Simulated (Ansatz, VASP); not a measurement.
## One calculation of SiW6, two programs

INCAR

```
ALGO = Normal ; DIPOL = 0.5 0.5 0.323
EDIFF = 1E-6 ; ENCUT = 520
GGA = PE ; IDIPOL = 3
ISIF = 2 ; ISMEAR = 0
IVDW = 12 ; LASPH = True
LCHARG = False ; LDIPOL = True
LREAL = False ; LWAVE = False
NBANDS = 53 ; NELM = 80
PREC = Accurate ; SIGMA = 0.1
```

Contents of KPOINTS:

```
k-points
0
Gamma
  6 6 1
```

File POSCAR:

```
SiW6
1.0
    4.4682526257      0.0000000000      0.0000000000
   -2.2341263128      3.8696202844      0.0000000000
    0.0000000000      0.0000000000     21.6259061357
W Si
6 1
Direct
    0.6666666667      0.3333333333      0.1849633479
    0.3333333333      0.6666666667      0.2271386095
    0.0000000000      0.0000000000      0.2693138710
    0.6666666667      0.3333333333      0.3085097946
    0.3333333333      0.6666666667      0.3483008428
    0.0000000000      0.0000000000      0.3849968683
    0.3333333333      0.6666666667      0.5375916303
```

Input for Ansatz:

```yaml
crystal:
  lattice:
    - [4.4682526257, 0.0, 0.0]
    - [-2.2341263128, 3.8696202844, 0.0]
    - [0.0, 0.0, 21.6259061357]
  atoms:
    - { symbol: W, position: [0.6666666667, 0.3333333333, 0.1849633479] }
    - { symbol: W, position: [0.3333333333, 0.6666666667, 0.2271386095] }
    - { symbol: W, position: [0.0, 0.0, 0.269313871] }
    - { symbol: W, position: [0.6666666667, 0.3333333333, 0.3085097946] }
    - { symbol: W, position: [0.3333333333, 0.6666666667, 0.3483008428] }
    - { symbol: W, position: [0.0, 0.0, 0.3849968683] }
    - { symbol: Si, position: [0.3333333333, 0.6666666667, 0.5375916303] }
basis:
  ecutwfc: 420
kpoints:
  mp_grid: { grid: [6, 6, 1] }
hamiltonian:
  xc: pbe
  pseudopotentials: { kind: paw, azcp: { folder: soft_1 } }
  dispersion: d3bj
scf:
  occupations: { method: gaussian, width: 0.1 }
output:
  forces: true
  eigenvalues: true
  write_density: true
  write_potential: true
  elf: true
  volumetric_format: npy
efield:
  axis: 3
  dipole_correction: true
  ramp_width: 0.04
```

Alike in both runs: task single point; functional PBE; dispersion D3(BJ); k mesh 6 × 6 × 1; occupations gaussian, width 0.1 eV; no spin polarisation.

|  | VASP | Ansatz |
| --- | --- | --- |
| version | VASP 6.6.1 | Ansatz 0.2.0 |
| potentials or method | VASP PAW PBE potentials, release 64 (W_sv, Si), cutoff 520 eV | scalar-relativistic, plane waves, PAW |
| valence electrons in the cell | 88 | 88 |

Ansatz gave:

```
gap on the k mesh at the Fermi level (eV) : none
rms of the force components (eV/Å)        : 1.530
```

Q: Which values does VASP return?

A: gap on the k mesh at the Fermi level (eV): none; rms of the force components (eV/Å): 1.541.

Atom by atom the forces differ by 0.021 eV/Å (rms over components). A gap of «none» marks a metal or a gap that the smearing closes. Ansatz's warnings: dispersion switch in reach, vacuum below fermi, xc potential rough in thin density.

Neither program's run includes spin-orbit coupling.
